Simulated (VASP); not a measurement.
A run of VASP 6.6.1 is set up as follows.

File INCAR:

```
PREC = Accurate ; ENCUT = 520
EDIFF = 1E-6 ; ISMEAR = 0
SIGMA = 0.15 ; LREAL = False
LASPH = True ; NELM = 80
ALGO = Normal ; ISIF = 2
LWAVE = False ; LCHARG = True
GGA = PS ; LELF = True
LVHAR = True ; NBANDS = 42
```

KPOINTS

```
regular mesh
0
Gamma
  15 15 5
```

POSCAR

```
TaN
1.0
    1.4619341542     -2.5321442324      0.0000000000
    0.0000000000      0.0000000000     -2.8704762697
   10.6768608137      6.1642884649      0.0000000000
Ta N
4 4
Direct
    0.5000000000      0.5000000000      0.7531037616
    0.0000000000      0.5000000000      0.1369391596
    0.5000000000      0.5000000000      0.3423273603
    0.0000000000      0.5000000000      0.5477155610
    0.5000000000      0.0000000000      0.0684764261
    0.0000000000      0.0000000000      0.2738646268
    0.5000000000      0.0000000000      0.4792528274
    0.0000000000      0.0000000000      0.6846410281
```

Potentials or basis: VASP PAW PBE potentials, release 64 (Ta_pv, N).

The run is started by

```sh
$ cat potpaw_PBE.64/Ta_pv/POTCAR potpaw_PBE.64/N/POTCAR > POTCAR
$ mpirun -np 1 vasp_std > vasp.out
```

Q: Predict the pressure.

A: -7.8 GPa.

Q: Estimate the band gap on the k mesh.

A: Zero (bands 32 and 33 overlap by 2.32 eV).

Q: Estimate the largest force.

A: 3.202 eV/Å.

Stress tensor (GPa, compression positive):
```
-4.56  3.84  0.00
 3.84 -8.99  0.00
 0.00  0.00 -9.77
```

Caveat: the stress differs along the axes, from -10 to -5 GPa; the PAW data sets were made with another functional, which shifts forces and pressure a little; spin-orbit coupling is left out, which moves the levels of the heavy elements.
